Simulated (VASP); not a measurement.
# B26SbP27 (a cell with a defect) in VASP: electric field gradients with PBE

Aim: the electric field gradients of B26SbP27 (a cell with a defect) with PBE.

Program: VASP 6.6.1. These are calculated values, not measurements. Logs are shortened: lines on timing, memory, paths and dates and some standing lists are left out, and cuts for length are marked.

### Step 1. The cell of the first run

The cell holds a defect, 54 atoms: a = 9.627 Å, b = 9.627 Å, c = 9.627 Å, α = 60.00°, β = 60.00°, γ = 60.00°.

### Step 2. Electric field gradients, PBE

Contents of INCAR:

```
SYSTEM = B26SbP27
  ALGO = Normal
  EDIFF = 1E-8
  ENCUT = 520
  GGA = PE
  ISIF = 2
  ISMEAR = -1
  LASPH = .TRUE.
  LCHARG = .FALSE.
  LEFG = .TRUE.
  LREAL = Auto
  LUSENCCL = .FALSE.
  LWAVE = .FALSE.
  NBANDS = 142
  NELM = 80
  PREC = Accurate
  SIGMA = 0.01
```

Contents of KPOINTS:

```
k-points
0
G
  3 3 3
  0 0 0
```

Contents of POSCAR:

```
B26SbP27
1.0
    0.0000000000      6.8070000000      6.8070000000
    6.8070000000      0.0000000000      6.8070000000
    6.8070000000      6.8070000000      0.0000000000
Sb B P
1 26 27
Direct
    0.0000000000      0.0000000000      0.0000000000
    0.0000000000      0.0000000000      0.3333333333
    0.0000000000      0.0000000000      0.6666666667
    0.0000000000      0.3333333333      0.0000000000
    0.0000000000      0.3333333333      0.3333333333
    0.0000000000      0.3333333333      0.6666666667
    0.0000000000      0.6666666667      0.0000000000
    0.0000000000      0.6666666667      0.3333333333
    0.0000000000      0.6666666667      0.6666666667
    0.3333333333      0.0000000000      0.0000000000
    0.3333333333      0.0000000000      0.3333333333
    0.3333333333      0.0000000000      0.6666666667
    0.3333333333      0.3333333333      0.0000000000
    0.3333333333      0.3333333333      0.3333333333
    0.3333333333      0.3333333333      0.6666666667
    0.3333333333      0.6666666667      0.0000000000
    0.3333333333      0.6666666667      0.3333333333
    0.3333333333      0.6666666667      0.6666666667
    0.6666666667      0.0000000000      0.0000000000
    0.6666666667      0.0000000000      0.3333333333
    0.6666666667      0.0000000000      0.6666666667
    0.6666666667      0.3333333333      0.0000000000
    0.6666666667      0.3333333333      0.3333333333
    0.6666666667      0.3333333333      0.6666666667
    0.6666666667      0.6666666667      0.0000000000
    0.6666666667      0.6666666667      0.3333333333
    0.6666666667      0.6666666667      0.6666666667
    0.0833333333      0.0833333333      0.0833333333
    0.0833333333      0.0833333333      0.4166666667
    0.0833333333      0.0833333333      0.7500000000
    0.0833333333      0.4166666667      0.0833333333
    0.0833333333      0.4166666667      0.4166666667
    0.0833333333      0.4166666667      0.7500000000
    0.0833333333      0.7500000000      0.0833333333
    0.0833333333      0.7500000000      0.4166666667
    0.0833333333      0.7500000000      0.7500000000
    0.4166666667      0.0833333333      0.0833333333
    0.4166666667      0.0833333333      0.4166666667
    0.4166666667      0.0833333333      0.7500000000
    0.4166666667      0.4166666667      0.0833333333
    0.4166666667      0.4166666667      0.4166666667
    0.4166666667      0.4166666667      0.7500000000
    0.4166666667      0.7500000000      0.0833333333
    0.4166666667      0.7500000000      0.4166666667
    0.4166666667      0.7500000000      0.7500000000
    0.7500000000      0.0833333333      0.0833333333
    0.7500000000      0.0833333333      0.4166666667
    0.7500000000      0.0833333333      0.7500000000
    0.7500000000      0.4166666667      0.0833333333
    0.7500000000      0.4166666667      0.4166666667
    0.7500000000      0.4166666667      0.7500000000
    0.7500000000      0.7500000000      0.0833333333
    0.7500000000      0.7500000000      0.4166666667
    0.7500000000      0.7500000000      0.7500000000
```

Potentials or basis: VASP PAW PBE potentials, release 64 (Sb, B, P).

The run is started by

```console
$ cat potpaw_PBE.64/Sb/POTCAR potpaw_PBE.64/B/POTCAR potpaw_PBE.64/P/POTCAR > POTCAR
$ mpirun -np 1 vasp_std > vasp.out
```

OUTCAR:

```text
SYSTEM = B26SbP27
   EDIFF = 1E-8
   ENCUT = 520
   GGA = PE
   ISIF = 2
   ISMEAR = -1
   LASPH = .TRUE.
   LREAL = Auto
   NELM = 80
   PREC = Accurate

 ion  position               nearest neighbor table
   1  0.000  0.000  0.000-  28 1.97  30 1.97  34 1.97  46 1.97
   2  0.000  0.000  0.333-  28 1.97  29 1.97  35 1.97  47 1.97
   3  0.000  0.000  0.667-  30 1.97  29 1.97  36 1.97  48 1.97
   4  0.000  0.333  0.000-  28 1.97  31 1.97  33 1.97  49 1.97
   5  0.000  0.333  0.333-  50 1.97  31 1.97  29 1.97  32 1.97
   6  0.000  0.333  0.667-  30 1.97  32 1.97  33 1.97  51 1.97
[... 46 lines left out ...]
  53  0.750  0.750  0.417-   8 1.97  20 1.97  26 1.97  27 1.97
  54  0.750  0.750  0.750-  27 1.97  21 1.97  25 1.97   9 1.97

  LATTYP: Found a face centered cubic cell.
 ALAT       =    13.6140000000

  Lattice vectors:

 A1 = (   0.0000000000,   6.8070000000,   6.8070000000)
 A2 = (   6.8070000000,   0.0000000000,   6.8070000000)
 A3 = (   6.8070000000,   6.8070000000,   0.0000000000)

Analysis of symmetry for initial positions (statically):
=====================================================================
 Subroutine PRICEL returns:
 Original cell was already a primitive cell.

 Routine SETGRP: Setting up the symmetry group for a
 face centered cubic supercell.

 Subroutine GETGRP returns: Found 24 space group operations
 (whereof 24 operations were pure point group operations)
 out of a pool of 48 trial point group operations.

The static configuration has the point symmetry T_d .

Analysis of symmetry for dynamics (positions and initial velocities):
=====================================================================
 Subroutine PRICEL returns:
 Original cell was already a primitive cell.

 Routine SETGRP: Setting up the symmetry group for a
 face centered cubic supercell.

 Subroutine GETGRP returns: Found 24 space group operations
 (whereof 24 operations were pure point group operations)
 out of a pool of 48 trial point group operations.

The dynamic configuration has the point symmetry T_d .

 Subroutine INISYM returns: Found 24 space group operations
 (whereof 24 operations are pure point group operations),
 and found     1 'primitive' translations

----------------------------------------------------------------------------------------

                                     Primitive cell

  volume of cell :     630.8081

  direct lattice vectors                    reciprocal lattice vectors
     0.000000000  6.807000000  6.807000000    -0.073453798  0.073453798  0.073453798
     6.807000000  0.000000000  6.807000000     0.073453798 -0.073453798  0.073453798
     6.807000000  6.807000000  0.000000000     0.073453798  0.073453798 -0.073453798

  length of vectors
     9.626551719  9.626551719  9.626551719     0.127225709  0.127225709  0.127225709

  position of ions in fractional coordinates (direct lattice)
     0.000000000  0.000000000  0.000000000
     0.000000000  0.000000000  0.333333333
     0.000000000  0.000000000  0.666666667
     0.000000000  0.333333333  0.000000000
     0.000000000  0.333333333  0.333333333
     0.000000000  0.333333333  0.666666667
[... 46 lines left out ...]
     0.750000000  0.750000000  0.416666667
     0.750000000  0.750000000  0.750000000

  ion indices of the primitive-cell ions
   primitive index   ion index
                 1           1
                 2           2
                 3           3
                 4           4
                 5           5
                 6           6
[... 46 lines left out ...]
                53          53
                54          54

----------------------------------------------------------------------------------------

 KPOINTS: k-points

Automatic generation of k-mesh.
 Grid dimensions read from file:
 generate k-points for:    3    3    3
[... 50 lines left out ...]
   ISYM   =      2    0-nonsym 1-usesym 2-fastsym
   POTIM  = 0.5000    time-step for ionic-motion
   TEBEG  =    0.0;   TEEND  =   0.0 temperature during run
   PSTRESS=    0.0 pullay stress
   NELECT =     218.0000    total number of electrons
   NUPDOWN=      -1.0000    fix difference up-down
   EMIN   =  10.00;   EMAX   =-10.00  energy-range for DOS
   EFERMI =   0.00;   METHOD = LEGACY
   ISMEAR =    -1;   SIGMA  =   0.01  broadening in eV -4-tet -1-fermi 0-gaus
   EFERMI_NEDOS =   21; number of points for ismear=-14 and -15
   IALGO  =     38    algorithm
   IMIX   =      4    mixing-type and parameters
     AMIX     =   0.40;   BMIX     =  1.00
     AMIX_MAG =   1.60;   BMIX_MAG =  1.00
  volume/ion in A,a.u.               =      11.68        78.83
  Fermi-wavevector in a.u.,A,eV,Ry     =   1.148844  2.171001 17.957563  1.319844
  Thomas-Fermi vector in A             =   2.285517
   LORBIT       =      0    0 simple, 1 ext, 2 COOP (PROOUT), +10 PAW based schemes
   GGA     = PE    functional components
   LHFCALC =     F    Hartree Fock is set to
   AEXX    =    0.0000 exact exchange contribution
   IVDW    =     0    specifies the selected vdW correction
   LEPSILON=     F    determine dielectric tensor
   LRPA    =     F    only Hartree local field effects (RPA)
 non-spin polarized calculation
  energy-cutoff  :      520.00
  volume of cell :      630.81
 maximum number of plane-waves:     17033
   NGX = 35   NGY = 35   NGZ = 35

 number of electron     218.0000003 magnetization

 Free energy of the ion-electron system (eV)
  ---------------------------------------------------
  ext. energy  EPLUGINS =         0.00000000
  ---------------------------------------------------
  free energy    TOTEN  =      -328.99408613 eV

  energy without entropy =     -328.98655857  energy(sigma->0) =     -328.99032235

 E-fermi :   9.1930     XC(G=0): -11.0026

 val. band max:        9.1600415784   @ k =  -0.3333   0.3333   0.0000
 cond. band min:       9.2059980049   @ k =   0.3333   0.0000   0.0000
 fundamental gap:      0.0459564266
 Fermi energy:         9.1930042986

 k-point     1 :       0.0000    0.0000    0.0000
  band No.  band energies     occupation
      1      -9.5900      2.00000
      2      -7.1985      2.00000
      3      -6.2138      2.00000
      4      -6.2138      2.00000
      5      -6.2138      2.00000
      6      -5.6971      2.00000
[... 485 lines left out ...]
    120      11.0487      0.00000
    121      11.0925      0.00000
 [bands above 121 left out]

------------------------ aborting loop because EDIFF is reached ----------------------------------------

  FORCE on cell =-STRESS in cart. coord.  units (eV):
  Direction    XX          YY          ZZ          XY          YZ          ZX
  --------------------------------------------------------------------------------------
  -------------------------------------------------------------------------------------
  Total       48.4446821     48.4446821     48.4446821      0.0000000     -0.0000000      0.0000000
  in kB      123.0437178    123.0437178    123.0437178      0.0000000     -0.0000000      0.0000000
  external PRESSURE =     123.0437178 kB  Pullay stress =       0.0000000 kB

 VOLUME and BASIS-vectors are now :
 -----------------------------------------------------------------------------
  energy-cutoff  :      520.00
  volume of cell :      630.81
      direct lattice vectors                 reciprocal lattice vectors
     0.000000000  6.807000000  6.807000000    -0.073453798  0.073453798  0.073453798
     6.807000000  0.000000000  6.807000000     0.073453798 -0.073453798  0.073453798
     6.807000000  6.807000000  0.000000000     0.073453798  0.073453798 -0.073453798

 POSITION                                       TOTAL-FORCE (eV/Angst)
 -----------------------------------------------------------------------------------
      0.00000      0.00000      0.00000        -0.000000      0.000000      0.000000
      2.26900      2.26900      0.00000         0.153637      0.153637     -0.325229
      4.53800      4.53800      0.00000        -0.153637     -0.153637     -0.325229
      2.26900      0.00000      2.26900         0.153637     -0.325229      0.153637
      4.53800      2.26900      2.26900         0.030819     -0.030819     -0.030819
      6.80700      4.53800      2.26900         0.325229     -0.153637      0.153637
[... 46 lines left out ...]
      7.94150      7.94150     10.21050        -0.089286     -0.089286     -0.108546
     10.21050     10.21050     10.21050        -0.000000      0.000000      0.000000
 -----------------------------------------------------------------------------------
    total drift:                                0.000002      0.000002      0.000003

  FREE ENERGIE OF THE ION-ELECTRON SYSTEM (eV)
  ---------------------------------------------------
  free  energy   TOTEN  =      -328.9940861348 eV

  energy  without entropy=     -328.9865585688  energy(sigma->0) =     -328.99032235

 Electric field gradients (V/A^2)
---------------------------------------------------------------------
 ion       V_xx      V_yy      V_zz      V_xy      V_xz      V_yz
---------------------------------------------------------------------
   1       0.000    -0.000     0.000     0.000     0.000     0.000
   2       0.355     0.355    -0.710     2.576    -1.962    -1.962
   3       0.355     0.355    -0.710     2.576     1.962     1.962
   4       0.355    -0.710     0.355    -1.962     2.576    -1.962
   5       0.000    -0.000    -0.000     0.255     0.255    -0.255
   6      -0.710     0.355     0.355    -1.962     1.962    -2.575
[... 46 lines left out ...]
  53      -0.825    -0.825     1.650    -4.001    -1.069    -1.069
  54      -0.000     0.000     0.000    -0.000    -0.000    -0.000
---------------------------------------------------------------------

 Electric field gradients after diagonalization (V/A^2)
 (convention: |V_zz| > |V_xx| > |V_yy|)
----------------------------------------------------------------------
 ion       V_xx      V_yy      V_zz     asymmetry (V_yy - V_xx)/ V_zz
----------------------------------------------------------------------
   1      -0.000    -0.000     0.000       0.000
   2      -2.221    -2.208     4.429       0.003
   3      -2.221    -2.208     4.429       0.003
   4      -2.221    -2.208     4.429       0.003
   5       0.255     0.255    -0.510       0.000
   6      -2.221    -2.208     4.429       0.003
[... 46 lines left out ...]
  53       3.176     1.985    -5.161       0.231
  54       0.000     0.000    -0.000       0.000
----------------------------------------------------------------------

           NMR quadrupolar parameters

 Cq : quadrupolar parameter    Cq=e*Q*V_zz/h
 eta: asymmetry parameters     (V_yy - V_xx)/ V_zz
 Q  : nuclear electric quadrupole moment in mb (millibarn)
----------------------------------------------------------------------
 ion       Cq(MHz)       eta       Q (mb)
----------------------------------------------------------------------
   1       0.000       0.000       1.000
   2       0.011       0.003       1.000
   3       0.011       0.003       1.000
   4       0.011       0.003       1.000
   5      -0.001       0.000       1.000
   6       0.011       0.003       1.000
[... 46 lines left out ...]
  53      -0.012       0.231       1.000
  54      -0.000       0.000       1.000
----------------------------------------------------------------------
```

Run time: 2.1 min. Hardware: 1 × NVIDIA H100 80GB with 1 thread of AMD EPYC 7R13 (Zen 3), shared host; peak memory 1.7 GiB.

What came out:

```yaml
Free_energy: -328.9941 eV
Pressure: 12.3 GPa
Largest_force: 16.762 eV/Å
Band_gap_on_the_k_mesh: zero (bands 109 and 110 overlap by 0.27 eV)
Largest_electric_field_gradient_by_atom: Sb -0.0; B +4.4, -0.5, -0.8 (each value once); P +0.9, +8.9, -5.2, -0.3, +0.0 (each value once) V/Å²
```

Forces on the atoms (eV/Å):
```
Sb   0.000  0.000  0.000
B    0.154  0.154 -0.325
B   -0.154 -0.154 -0.325
B    0.154 -0.325  0.154
B    0.031 -0.031 -0.031
B    0.325 -0.154  0.154
B   -0.154 -0.325 -0.154
B    0.325  0.154 -0.154
B    0.093 -0.093 -0.093
B   -0.325  0.154  0.154
B   -0.031  0.031 -0.031
B   -0.154  0.325  0.154
B   -0.031 -0.031  0.031
B    0.031  0.031  0.031
B    0.000  0.000 -0.011
B   -0.154  0.154  0.325
B    0.000 -0.011  0.000
B    0.011  0.000  0.000
B   -0.325 -0.154 -0.154
B    0.154  0.325 -0.154
B   -0.093  0.093 -0.093
B    0.154 -0.154  0.325
B   -0.011  0.000  0.000
B    0.000  0.011  0.000
B   -0.093 -0.093  0.093
B    0.000  0.000  0.011
B    0.093  0.093  0.093
P    9.678  9.678  9.678
P    0.000  0.000  0.265
P   -9.678 -9.678  9.678
P    0.000  0.265  0.000
P   -0.265  0.000  0.000
P   -0.089  0.089  0.109
P   -9.678  9.678 -9.678
P   -0.089  0.109  0.089
P   -0.109  0.089  0.089
P    0.265  0.000  0.000
P    0.000 -0.265  0.000
P    0.089 -0.089  0.109
P    0.000  0.000 -0.265
P   -0.016 -0.016 -0.016
P    0.016  0.016 -0.016
P    0.089  0.109 -0.089
P    0.016 -0.016  0.016
P   -0.109 -0.089 -0.089
P    9.678 -9.678 -9.678
P    0.109 -0.089  0.089
P    0.089 -0.109  0.089
P    0.109  0.089 -0.089
P   -0.016  0.016  0.016
P   -0.089 -0.109 -0.089
P    0.089  0.089 -0.109
P   -0.089 -0.089 -0.109
P    0.000  0.000  0.000
```

Levels at points of the mesh, in eV from the Fermi level:
```csv
k point,band 106,band 107,band 108,band 109,band 110,band 111,band 112,band 113
"(0.00, 0.00, 0.00)",-1.39,-1.39,-1.39,-0.26,-0.26,-0.26,-0.25,-0.25
```

Electric field gradients, principal values (V/Å²):
| atom | least | middle | greatest (by size) |
| --- | --- | --- | --- |
| 1 Sb | 0.000 | 0.000 | 0.000 |
| 2 B | -2.208 | -2.221 | 4.429 |
| 3 B | -2.208 | -2.221 | 4.429 |
| 4 B | -2.208 | -2.221 | 4.429 |
| 5 B | 0.255 | 0.255 | -0.510 |
| 6 B | -2.208 | -2.221 | 4.429 |
| 7 B | -2.208 | -2.221 | 4.429 |
| 8 B | -2.208 | -2.221 | 4.429 |
| 9 B | 0.387 | 0.388 | -0.775 |
| 10 B | -2.208 | -2.221 | 4.429 |
| 11 B | 0.255 | 0.255 | -0.510 |
| 12 B | -2.208 | -2.221 | 4.429 |
| 13 B | 0.255 | 0.255 | -0.510 |
| 14 B | 0.255 | 0.255 | -0.510 |
| 15 B | 0.107 | 0.381 | -0.489 |
| 16 B | -2.208 | -2.221 | 4.429 |
| 17 B | 0.107 | 0.381 | -0.489 |
| 18 B | 0.107 | 0.381 | -0.489 |
| 19 B | -2.208 | -2.221 | 4.429 |
| 20 B | -2.208 | -2.221 | 4.429 |
| 21 B | 0.387 | 0.388 | -0.775 |
| 22 B | -2.208 | -2.221 | 4.429 |
| 23 B | 0.107 | 0.381 | -0.489 |
| 24 B | 0.107 | 0.381 | -0.489 |
| 25 B | 0.387 | 0.388 | -0.775 |
| 26 B | 0.107 | 0.381 | -0.489 |
| 27 B | 0.387 | 0.387 | -0.775 |
| 28 P | -0.472 | -0.472 | 0.943 |
| 29 P | -2.379 | -6.497 | 8.876 |
| 30 P | -0.472 | -0.472 | 0.944 |
| 31 P | -2.379 | -6.497 | 8.876 |
| 32 P | -2.379 | -6.497 | 8.876 |
| 33 P | 1.985 | 3.175 | -5.160 |
| 34 P | -0.472 | -0.472 | 0.944 |
| 35 P | 1.985 | 3.175 | -5.160 |
| 36 P | 1.985 | 3.176 | -5.161 |
| 37 P | -2.379 | -6.497 | 8.876 |
| 38 P | -2.379 | -6.497 | 8.876 |
| 39 P | 1.985 | 3.175 | -5.160 |
| 40 P | -2.379 | -6.497 | 8.876 |
| 41 P | 0.159 | 0.159 | -0.318 |
| 42 P | 0.159 | 0.159 | -0.318 |
| 43 P | 1.985 | 3.175 | -5.160 |
| 44 P | 0.159 | 0.159 | -0.318 |
| 45 P | 1.985 | 3.176 | -5.161 |
| 46 P | -0.472 | -0.472 | 0.944 |
| 47 P | 1.985 | 3.175 | -5.160 |
| 48 P | 1.985 | 3.176 | -5.161 |
| 49 P | 1.985 | 3.175 | -5.160 |
| 50 P | 0.159 | 0.159 | -0.318 |
| 51 P | 1.985 | 3.176 | -5.161 |
| 52 P | 1.985 | 3.176 | -5.161 |
| 53 P | 1.985 | 3.176 | -5.161 |
| 54 P | 0.000 | 0.000 | 0.000 |

Caveat: without QUAD_EFG the Cq values of the log hold for a quadrupole moment of 1 mb, not for the nuclei; spin-orbit coupling is left out, which moves the levels of the heavy elements.
